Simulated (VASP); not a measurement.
# Ta (Fm-3m) in VASP: notebook

The runs below take Ta through single point, with r2SCAN.

Program: VASP 6.6.1. These are calculated values, not measurements. Logs are shortened: lines on timing, memory, paths and dates and some standing lists are left out, and cuts for length are marked.

**1. The cell of the first run**

The structure is cubic, space group Fm-3m (No. 225). The conventional cell has a = 4.101 Å, b = 4.101 Å, c = 4.101 Å, α = 90.00°, β = 90.00°, γ = 90.00°. Ta (site symmetry m-3m) has 12 Ta at 2.90 Å within 3.8 Å.

This isn't the form of Ta at room conditions, which is bcc.

**2. Single point, r2SCAN (17.24 Å³/atom)**

POSCAR

```
Ta
1.0
    0.0000000000      2.0505446370      2.0505446370
    2.0505446370      0.0000000000      2.0505446370
    2.0505446370      2.0505446370      0.0000000000
Ta
1
Direct
    0.0000000000      0.0000000000      0.0000000000
```

INCAR.step1

```
SYSTEM = Ta
ALGO = Normal
EDIFF = 1E-5
ENCUT = 550
GGA = PE
GGA_COMPAT = .False.
ISMEAR = -1
LASPH = .True.
LCHARG = .False.
LREAL = .False.
LWAVE = .True.
NBANDS = 12
NELM = 120
PREC = Accurate
SIGMA = 0.08
```

INCAR.step2

```
SYSTEM = Ta
ALGO = Normal
EDIFF = 1E-6
ENCUT = 550
GGA_COMPAT = .False.
ISIF = 2
ISMEAR = -1
ISTART = 1
LASPH = .True.
LCHARG = .False.
LMIXTAU = .True.
LREAL = .False.
LWAVE = .False.
METAGGA = R2SCAN
NBANDS = 12
NELM = 120
PREC = Accurate
SIGMA = 0.08
```

KPOINTS

```
k-points
0
Gamma
  14 14 14
  0 0 0
```

Potentials or basis: VASP PAW PBE potentials, release 64 (Ta_pv).

Launch:

```console
cat potpaw_PBE.64/Ta_pv/POTCAR > POTCAR
cp INCAR.step1 INCAR
mpirun -np 1 vasp_std > vasp.out
cp INCAR.step2 INCAR
mpirun -np 1 vasp_std > vasp.out
```

OUTCAR:

```text
SYSTEM = Ta
   EDIFF = 1E-6
   ENCUT = 550
   ISIF = 2
   ISMEAR = -1
   ISTART = 1
   LASPH = .True.
   LREAL = .False.
   METAGGA = R2SCAN
   NELM = 120
   PREC = Accurate

 ion  position               nearest neighbor table
   1  0.000  0.000  0.000-

  LATTYP: Found a face centered cubic cell.
 ALAT       =     4.1010892740

  Lattice vectors:

 A1 = (   0.0000000000,   2.0505446370,   2.0505446370)
 A2 = (   2.0505446370,   0.0000000000,   2.0505446370)
 A3 = (   2.0505446370,   2.0505446370,   0.0000000000)

Analysis of symmetry for initial positions (statically):
=====================================================================
 Subroutine PRICEL returns:
 Original cell was already a primitive cell.

 Routine SETGRP: Setting up the symmetry group for a
 face centered cubic supercell.

 Subroutine GETGRP returns: Found 48 space group operations
 (whereof 48 operations were pure point group operations)
 out of a pool of 48 trial point group operations.

The static configuration has the point symmetry O_h .

Analysis of symmetry for dynamics (positions and initial velocities):
=====================================================================
 Subroutine PRICEL returns:
 Original cell was already a primitive cell.

 Routine SETGRP: Setting up the symmetry group for a
 face centered cubic supercell.

 Subroutine GETGRP returns: Found 48 space group operations
 (whereof 48 operations were pure point group operations)
 out of a pool of 48 trial point group operations.

The dynamic configuration has the point symmetry O_h .

 Subroutine INISYM returns: Found 48 space group operations
 (whereof 48 operations are pure point group operations),
 and found     1 'primitive' translations

----------------------------------------------------------------------------------------

                                     Primitive cell

  volume of cell :      17.2440

  direct lattice vectors                    reciprocal lattice vectors
     0.000000000  2.050544637  2.050544637    -0.243837657  0.243837657  0.243837657
     2.050544637  0.000000000  2.050544637     0.243837657 -0.243837657  0.243837657
     2.050544637  2.050544637  0.000000000     0.243837657  0.243837657 -0.243837657

  length of vectors
     2.899908036  2.899908036  2.899908036     0.422339211  0.422339211  0.422339211

  position of ions in fractional coordinates (direct lattice)
     0.000000000  0.000000000  0.000000000

  ion indices of the primitive-cell ions
   primitive index   ion index
                 1           1

----------------------------------------------------------------------------------------

 KPOINTS: k-points

Automatic generation of k-mesh.
 Grid dimensions read from file:
 generate k-points for:   14   14   14

 Generating k-lattice:

  Cartesian coordinates                     Fractional coordinates (reciprocal lattice)
    -0.017416976  0.017416976  0.017416976     0.071428571  0.000000000  0.000000000
     0.017416976 -0.017416976  0.017416976     0.000000000  0.071428571  0.000000000
     0.017416976  0.017416976 -0.017416976     0.000000000  0.000000000  0.071428571

  Length of vectors
     0.030167086  0.030167086  0.030167086

  Shift w.r.t. Gamma in fractional coordinates (k-lattice)
     0.000000000  0.000000000  0.000000000

 Subroutine IBZKPT returns following result:
 ===========================================

 Found    104 irreducible k-points:

 Following reciprocal coordinates:
            Coordinates               Weight
  0.000000  0.000000  0.000000      1.000000
  0.071429  0.000000  0.000000      8.000000
  0.142857  0.000000  0.000000      8.000000
  0.214286  0.000000  0.000000      8.000000
  0.285714  0.000000  0.000000      8.000000
  0.357143  0.000000  0.000000      8.000000
[... 16 lines left out ...]
  0.214286  0.142857  0.000000     24.000000
  0.285714  0.142857  0.000000     24.000000
 [... further k-points ...]
   k-points           NKPTS =    104   k-points in BZ     NKDIM =    104   number of bands    NBANDS=     12
   number of dos      NEDOS =    301   number of ions     NIONS =      1
   total plane-waves  NPLWV =  13824
   dimension x,y,z NGX =    24 NGY =   24 NGZ =   24
   dimension x,y,z NGXF=    48 NGYF=   48 NGZF=   48
   ions per type =               1
   NGX,Y,Z   is equivalent  to a cutoff of  13.76, 13.76, 13.76 a.u.
   NGXF,Y,Z  is equivalent  to a cutoff of  27.52, 27.52, 27.52 a.u.
 SYSTEM =  Ta
   PREC   = accura    normal or accurate (medium, high low for compatibility)
   ISTART =      1    job   : 0-new  1-cont  2-samecut
   ICHARG =      0    charge: 1-file 2-atom 10-const
   ISPIN  =      1    spin polarized calculation?
   LNONCOLLINEAR =      F non collinear calculations
   LSORBIT =      F    spin-orbit coupling
   LASPH  =      T    aspherical Exc in radial PAW
   ENCUT  =  550.0 eV  40.42 Ry    6.36 a.u.   5.55  5.55  5.55*2*pi/ulx,y,z
   NELM   =    120;   NELMIN=  2; NELMDL=  0     # of ELM steps
   EDIFF  = 0.1E-05   stopping-criterion for ELM
   LREAL  =      F    real-space projection
   EDIFFG = 0.1E-04   stopping-criterion for IOM
   NSW    =      0    number of steps for IOM
   IBRION =     -1    ionic relax: 0-MD 1-quasi-New 2-CG
   NFREE  =      0    steps in history (QN), initial steepest desc. (CG)
   ISIF   =      2    stress and relaxation
   ISYM   =      2    0-nonsym 1-usesym 2-fastsym
   POTIM  = 0.5000    time-step for ionic-motion
   TEBEG  =    0.0;   TEEND  =   0.0 temperature during run
   PSTRESS=    0.0 pullay stress
   NELECT =      11.0000    total number of electrons
   NUPDOWN=      -1.0000    fix difference up-down
   EMIN   =  10.00;   EMAX   =-10.00  energy-range for DOS
   EFERMI =   0.00;   METHOD = LEGACY
   ISMEAR =    -1;   SIGMA  =   0.08  broadening in eV -4-tet -1-fermi 0-gaus
   EFERMI_NEDOS =   21; number of points for ismear=-14 and -15
   IALGO  =     38    algorithm
   IMIX   =      4    mixing-type and parameters
     AMIX     =   0.40;   BMIX     =  1.00
     AMIX_MAG =   1.60;   BMIX_MAG =  1.00
  volume/ion in A,a.u.               =      17.24       116.37
  Fermi-wavevector in a.u.,A,eV,Ry     =   1.409267  2.663128 27.021611  1.986032
  Thomas-Fermi vector in A             =   2.531340
   LORBIT       =      0    0 simple, 1 ext, 2 COOP (PROOUT), +10 PAW based schemes
   METAGGA = R2SCAN    functional components
   LHFCALC =     F    Hartree Fock is set to
   AEXX    =    0.0000 exact exchange contribution
   IVDW    =     0    specifies the selected vdW correction
   LEPSILON=     F    determine dielectric tensor
   LRPA    =     F    only Hartree local field effects (RPA)
 non-spin polarized calculation
  energy-cutoff  :      550.00
  volume of cell :       17.24
 maximum number of plane-waves:       531
 NGX is ok and might be reduce to    24
   NGX = 11   NGY = 11   NGZ = 11

 number of electron      10.9999999 magnetization

 Free energy of the ion-electron system (eV)
  ---------------------------------------------------
  ext. energy  EPLUGINS =         0.00000000
  ---------------------------------------------------
  free energy    TOTEN  =       -48.27422809 eV

  energy without entropy =      -48.25287752  energy(sigma->0) =      -48.26355280

 E-fermi :   6.1418     XC(G=0): -14.0197

 val. band max:        6.1140431147   @ k =   0.3571   0.2143   0.0000
 cond. band min:       6.1724957616   @ k =   0.3571   0.1429   0.0000
 fundamental gap:      0.0584526469
 Fermi energy:         6.1418256184

 k-point     1 :       0.0000    0.0000    0.0000
  band No.  band energies     occupation
      1     -28.3662      2.00000
      2     -28.3662      2.00000
      3     -28.3662      2.00000
      4      -2.8048      2.00000
      5       6.5918      0.00719
      6       6.5918      0.00719
      7       6.5919      0.00718
      8      10.2132      0.00000
      9      10.2132      0.00000
     10      17.9213      0.00000
     11      19.3772      0.00000
     12      25.1060      0.00000

 k-point     2 :       0.0714    0.0000    0.0000
  band No.  band energies     occupation
      1     -28.4429      2.00000
      2     -28.3755      2.00000
      3     -28.3755      2.00000
      4      -2.5677      2.00000
      5       6.3778      0.09948
      6       6.7034      0.00179
      7       6.7034      0.00179
      8      10.0966      0.00000
      9      10.0966      0.00000
     10      17.9211      0.00000
     11      19.8786      0.00000
     12      23.9582      0.00000

 k-point     3 :       0.1429    0.0000    0.0000
  band No.  band energies     occupation
      1     -28.6536      2.00000
      2     -28.4014      2.00000
      3     -28.4014      2.00000
      4      -1.9012      2.00000
      5       5.8773      1.92933
      6       6.9629      0.00007
      7       6.9629      0.00007
      8       9.8858      0.00000
      9       9.8858      0.00000
     10      17.9209      0.00000
     11      20.9784      0.00000
     12      22.4853      0.00000
[... 286 lines left out ...]
 k-point    23 :       0.2143    0.1429    0.0000
  band No.  band energies     occupation
      1     -28.8377      2.00000
      2     -28.5109      2.00000
      3     -28.4999      2.00000
      4      -0.8698      2.00000
      5       4.9002      2.00000
      6       7.4113      0.00000
      7       7.7042      0.00000
      8       8.4696      0.00000
      9      10.8578      0.00000
     10      17.9208      0.00000
     11      22.6703      0.00000
     12      23.3926      0.00000

 k-point    24 :       0.2857    0.1429    0.0000
  band No.  band energies     occupation
      1     -29.0952      2.00000
      2     -28.5574      2.00000
      3     -28.5442      2.00000
      4       0.0739      2.00000
      5       4.5429      2.00000
      6       6.7726      0.00075
      7       7.8455      0.00000
      8       9.3197      0.00000
      9      11.3107      0.00000
     10      17.9204      0.00000
     11      21.4347      0.00000
     12      24.7868      0.00000

 [... further k-points ...]

------------------------ aborting loop because EDIFF is reached ----------------------------------------

  FORCE on cell =-STRESS in cart. coord.  units (eV):
  Direction    XX          YY          ZZ          XY          YZ          ZX
  --------------------------------------------------------------------------------------
  -------------------------------------------------------------------------------------
  Total        1.9680210      1.9680210      1.9680210      0.0000000     -0.0000000      0.0000000
  in kB      182.8532317    182.8532317    182.8532317      0.0000000     -0.0000000      0.0000000
  external PRESSURE =     182.8532317 kB  Pullay stress =       0.0000000 kB

 VOLUME and BASIS-vectors are now :
 -----------------------------------------------------------------------------
  energy-cutoff  :      550.00
  volume of cell :       17.24
      direct lattice vectors                 reciprocal lattice vectors
     0.000000000  2.050544637  2.050544637    -0.243837657  0.243837657  0.243837657
     2.050544637  0.000000000  2.050544637     0.243837657 -0.243837657  0.243837657
     2.050544637  2.050544637  0.000000000     0.243837657  0.243837657 -0.243837657

 POSITION                                       TOTAL-FORCE (eV/Angst)
 -----------------------------------------------------------------------------------
      0.00000      0.00000      0.00000         0.000000     -0.000000      0.000000
 -----------------------------------------------------------------------------------
    total drift:                                0.000000      0.000000      0.000000

  FREE ENERGIE OF THE ION-ELECTRON SYSTEM (eV)
  ---------------------------------------------------
  free  energy   TOTEN  =       -48.2742280885 eV

  energy  without entropy=      -48.2528775163  energy(sigma->0) =      -48.26355280
```

Wall time 61 s (1 thread of Intel Xeon Platinum 8259CL at 2.50GHz (Skylake/Cascade Lake), shared host); peak memory 0.16 GiB.

Results:

| Item | Value |
| --- | --- |
| Free energy | -48.2742 eV |
| Pressure | 18.3 GPa |
| Band gap on the k mesh | zero (an odd number of electrons rules out a gap without spin polarisation) |

Levels at points of the mesh, in eV from the Fermi level:
```
           k point  band 2  band 3  band 4  band 5  band 6  band 7  band 8  band 9
(0.00, 0.00, 0.00)  -34.51  -34.51   -8.95    0.45    0.45    0.45    4.07    4.07
(0.50, 0.00, 0.00)  -34.69  -34.69   -5.24    0.23    0.23    0.81    6.68    6.68
(0.50, 0.50, 0.00)  -35.01  -35.01   -5.10   -4.01    3.39    6.76    7.42    7.42
```

Caveat: the cell stands under pressure; the PAW data sets were made with another functional, which shifts forces and pressure a little; spin-orbit coupling is left out, which moves the levels of the heavy elements.

**3. Single point, r2SCAN (17.70 Å³/atom)**

This run uses another cell than the first one, of 17.70 Å³/atom.

POSCAR

```
Ta
1.0
    0.0000000000      2.0683763549      2.0683763549
    2.0683763549      0.0000000000      2.0683763549
    2.0683763549      2.0683763549      0.0000000000
Ta
1
Direct
    0.0000000000      0.0000000000      0.0000000000
```

INCAR.step1

```
SYSTEM = Ta
  PREC = Accurate
  ENCUT = 550
  ISMEAR = -1
  SIGMA = 0.08
  LREAL = .FALSE.
  LASPH = .TRUE.
  NELM = 120
  NBANDS = 12
  GGA = PE
  ALGO = Normal
  EDIFF = 1E-5
  LWAVE = .TRUE.
  LCHARG = .FALSE.
  GGA_COMPAT = .FALSE.
```

INCAR.step2

```
SYSTEM = Ta
  PREC = Accurate
  ENCUT = 550
  EDIFF = 1E-6
  ISMEAR = -1
  SIGMA = 0.08
  LREAL = .FALSE.
  LASPH = .TRUE.
  NELM = 120
  ALGO = Normal
  ISIF = 2
  LWAVE = .FALSE.
  LCHARG = .TRUE.
  METAGGA = R2SCAN
  LMIXTAU = .TRUE.
  LELF = .TRUE.
  LVHAR = .TRUE.
  NBANDS = 12
  ISTART = 1
  GGA_COMPAT = .FALSE.
```

KPOINTS

```
Automatic mesh
0
G
  14 14 14
  0 0 0
```

Potentials or basis: VASP PAW PBE potentials, release 64 (Ta_pv).

Launch:

```console
cat potpaw_PBE.64/Ta_pv/POTCAR > POTCAR
cp INCAR.step1 INCAR
mpirun -np 1 vasp_std > vasp.out
cp INCAR.step2 INCAR
mpirun -np 1 vasp_std > vasp.out
```

It took 59 s on 1 thread of Intel Xeon Platinum 8259CL at 2.50GHz (Skylake/Cascade Lake), shared host; peak memory 0.16 GiB.

It converged, with:

```
Free energy            : -48.3167 eV
Pressure               : 11.8 GPa
Band gap on the k mesh : zero (an odd number of electrons rules out a gap without spin polarisation)
```

Levels at points of the mesh, in eV from the Fermi level:
```
           k point  band 2  band 3  band 4  band 5  band 6  band 7  band 8  band 9
(0.00, 0.00, 0.00)  -34.61  -34.61   -8.84    0.47    0.47    0.47    3.97    3.97
(0.50, 0.00, 0.00)  -34.78  -34.78   -5.11    0.27    0.27    0.70    6.48    6.48
(0.50, 0.50, 0.00)  -35.07  -35.07   -4.93   -3.86    3.21    6.56    7.19    7.19
```

Caveat: the cell stands under pressure; the PAW data sets were made with another functional, which shifts forces and pressure a little; spin-orbit coupling is left out, which moves the levels of the heavy elements.

The gap in the log of VASP goes by the Fermi energy; the results here count the filled bands.